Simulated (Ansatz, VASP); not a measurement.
Two plane-wave programs on Al2Au

```
CELL_PARAMETERS angstrom
0.00000 3.00111 3.00111
3.00111 0.00000 3.00111
3.00111 3.00111 0.00000
ATOMIC_POSITIONS crystal
Al 0.25000 0.25000 0.25000
Al 0.75000 0.75000 0.75000
Au 0.00000 0.00000 0.00000
```

Alike in both runs: functional PBEsol; k mesh 12 × 12 × 12; occupations gaussian, width 0.1 eV; no spin polarisation.

Ansatz relaxed the structure, and its values are those at the end. VASP's run is a single point on that final structure, the one shown.

```csv
,VASP,Ansatz
version,VASP 6.6.1,Ansatz 0.2.0
potentials or method,"VASP PAW PBE potentials, release 64 (Al, Au), cutoff 520 eV","scalar-relativistic, plane waves, PAW"
valence electrons in the cell,17,25
```

|  | VASP | Ansatz | Ansatz less VASP |
| --- | --- | --- | --- |
| gap on the k mesh at the Fermi level (eV) | none | none | - |
| pressure (GPa) | -0.1 | 0.0 | +0.13 |

VASP's potentials were made for PBE, not for PBEsol, and Ansatz warns of the same on its side. A gap of «none» marks a metal or a gap that the smearing closes. The functional is the same, so the differences come from potentials, cutoffs and numerics. VASP's potentials hold 17 valence electrons a cell and Ansatz's 25, so a difference there can come from the potentials and not from the codes.

Spin-orbit coupling is off throughout.
